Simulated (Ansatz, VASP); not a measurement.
Sb: VASP beside Ansatz

INCAR

```
SYSTEM = Sb
PREC = Accurate
ENCUT = 520
EDIFF = 1E-6
ISMEAR = 0
SIGMA = 0.15
LREAL = .FALSE.
LASPH = .TRUE.
NELM = 60
ALGO = Normal
ISIF = 2
LWAVE = .FALSE.
LCHARG = .TRUE.
GGA = PS
LELF = .TRUE.
LVHAR = .TRUE.
NBANDS = 12
```

KPOINTS

```
regular mesh
0
G
  18 18 10
  0 0 0
```

Contents of POSCAR:

```
Sb
1.0
    3.5458726889      0.0000000000      0.0000000000
   -1.7729363445      2.7644636544      0.0000000000
    0.0000000000      0.0000000000      5.3300000000
Sb
2
Direct
    0.3333333333      0.6666666667      0.2500000000
    0.6666666667      0.3333333333      0.7500000000
```

Input for Ansatz:

```yaml
crystal:
  lattice:
    - [3.5458726889, 0.0, 0.0]
    - [-1.7729363445, 2.7644636544, 0.0]
    - [0.0, 0.0, 5.33]
  atoms:
    - { symbol: Sb, position: [0.3333333333, 0.6666666667, 0.25] }
    - { symbol: Sb, position: [0.6666666667, 0.3333333333, 0.75] }
basis:
  ecutwfc: 420
kpoints:
  mp_grid: { grid: [18, 18, 10] }
hamiltonian:
  xc: pbesol
scf:
  occupations: { method: gaussian, width: 0.15 }
output:
  forces: true
  stress: true
  eigenvalues: true
  write_density: true
  write_potential: true
  elf: true
  volumetric_format: npy
```

Change from the starting cell: strain +0.0525 x Voigt [1, -1, 0, 0, 0, 0], atoms carried along.

Alike in both runs: task single point; functional PBEsol; k mesh 18 × 18 × 10; occupations gaussian, width 0.15 eV; no spin polarisation.

```csv
,VASP,Ansatz
version,VASP 6.6.1,Ansatz 0.2.0
potentials or method,"VASP PAW PBE potentials, release 64 (Sb), cutoff 520 eV","scalar-relativistic, plane waves, PAW"
valence electrons in the cell,10,30
```

VASP gave:

```
gap on the k mesh at the Fermi level (eV)                     : none
pressure (GPa)                                                : 0.3
traceless stress, the component that is largest in VASP (GPa) : -0.78
rms of the force components (eV/Å)                            : 0.039
```

Question: Estimate Ansatz's values.

Answer: gap on the k mesh at the Fermi level (eV): none; pressure (GPa): 0.3; traceless stress, the component that is largest in VASP (GPa): -0.79; rms of the force components (eV/Å): 0.038.

VASP's potentials were made for PBE, not for PBEsol. Atom by atom the forces differ by 0.001 eV/Å (rms over components). A gap of «none» marks a metal or a gap that the smearing closes. VASP's potentials hold 10 valence electrons a cell and Ansatz's 30, so a difference there can come from the potentials and not from the codes.

Spin-orbit coupling is off throughout.
